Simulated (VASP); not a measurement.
Ba: single point with PBE

Crystal: Ba.

```
CELL_PARAMETERS angstrom
2.20432 -3.99886 0.00000
2.20432 3.99886 0.00000
0.00000 0.00000 7.43051
ATOMIC_POSITIONS crystal
Ba 0.65230 0.33895 0.24888
Ba 0.33613 0.65615 0.74891
```

```
Program             : VASP 6.6.1
Task                : single point
Functional          : PBE
Potentials or basis : VASP PAW PBE potentials, release 64 (Ba_sv)
Cutoff              : 520 eV
k mesh              : 6 × 6 × 3
Occupations         : fermi-dirac, width 0.05 eV
Spin                : no spin polarisation
```

| Property | Result |
| --- | --- |
| Pressure | -0.3 GPa |
| Band gap on the k mesh | zero (band 10 reaches 1.67 eV, above the bottom of band 11 at 1.33 eV) |

Stress tensor (GPa, compression positive):
```
-0.03  0.00  0.00
 0.00 -0.41  0.00
 0.00  0.00 -0.33
```

Levels at points of the mesh, in eV from the Fermi level:
| k point | band 6 | band 7 | band 8 | band 9 | band 10 | band 11 | band 12 | band 13 | band 14 | band 15 |
| --- | --- | --- | --- | --- | --- | --- | --- | --- | --- | --- |
| (0.00, 0.00, 0.00) | -13.96 | -13.96 | -13.95 | -2.78 | -0.97 | 0.91 | 1.47 | 1.62 | 1.97 | 1.98 |
| (0.50, 0.00, 0.00) | -14.11 | -14.04 | -14.02 | -0.75 | -0.41 | -0.24 | 0.56 | 1.34 | 1.56 | 1.85 |
| (0.00, 0.50, 0.00) | -14.11 | -14.04 | -14.02 | -0.75 | -0.41 | -0.24 | 0.56 | 1.34 | 1.56 | 1.85 |
| (0.50, 0.50, 0.00) | -14.07 | -14.07 | -13.99 | -0.73 | -0.43 | -0.11 | 0.42 | 1.07 | 1.59 | 1.83 |

Wall time 2.5 min on 1 thread of Oxide Virtual Turin-like Processor, with other jobs on the host, peak memory 0.26 GiB.

Caveat: spin-orbit coupling is left out, which moves the levels of the heavy elements.
